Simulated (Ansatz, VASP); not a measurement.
# One calculation of HfN, two programs

INCAR

```
SYSTEM = HfN
PREC     = Accurate       ! precision mode
ENCUT    = 520            ! plane-wave cutoff, eV
EDIFF    = 1E-6           ! SCF threshold, eV
ISMEAR   = -1             ! smearing method
SIGMA    = 0.1            ! smearing width, eV
LREAL    = .False.        ! projectors in reciprocal space
LASPH    = .True.         ! aspherical terms in the spheres
NELM     = 100            ! most SCF steps
ALGO     = Normal         ! electronic algorithm
ISIF     = 2              ! what is computed and relaxed
LWAVE    = .False.        ! write WAVECAR
LCHARG   = .False.        ! write CHGCAR
GGA      = PE             ! functional
NBANDS   = 14             ! bands
```

Contents of KPOINTS:

```
regular mesh
0
Gamma
  15 15 15
  0 0 0
```

Contents of POSCAR:

```
HfN
1.0
    0.0000000000      2.1792242741      2.1792242741
    2.1792242741      0.0000000000      2.1792242741
    2.1792242741      2.1792242741      0.0000000000
Hf N
1 1
Direct
    0.0000000000      0.0000000000      0.0000000000
    0.5000000000      0.5000000000      0.5000000000
```

Input for Ansatz:

```yaml
crystal:
  lattice:
    - [0.0, 2.1792242741, 2.1792242741]
    - [2.1792242741, 0.0, 2.1792242741]
    - [2.1792242741, 2.1792242741, 0.0]
  atoms:
    - { symbol: Hf, position: [0.0, 0.0, 0.0] }
    - { symbol: "N", position: [0.5, 0.5, 0.5] }
kpoints:
  mp_grid: { grid: [15, 15, 15] }
scf:
  occupations: { method: fermi_dirac, width: 0.1 }
hamiltonian:
  xc: pbe
  pseudopotentials: { kind: all_electron, lapw: { basis_error: 0.001 } }
output:
  forces: true
  stress: true
  eigenvalues: true
  populations: true
```

Change from the starting cell: volume scaled by 0.88, LAPW.

Alike in both runs: task single point; functional PBE; k mesh 15 × 15 × 15; occupations fermi-dirac, width 0.1 eV; no spin polarisation.

```csv
,VASP,Ansatz
version,VASP 6.6.1,Ansatz 0.2.0
potentials or method,"VASP PAW PBE potentials, release 64 (Hf_pv, N), cutoff 520 eV","all-electron LAPW, scalar-relativistic"
```

Ansatz gave:

- pressure (GPa): 44.2

Problem. Estimate VASP's values.

Solution. Pressure (GPa): 41.6.

Both programs put the cell under a high pressure, so it lies far from rest at this level. Ansatz ran all-electron here, and VASP with PAW potentials.

Neither program's run includes spin-orbit coupling.
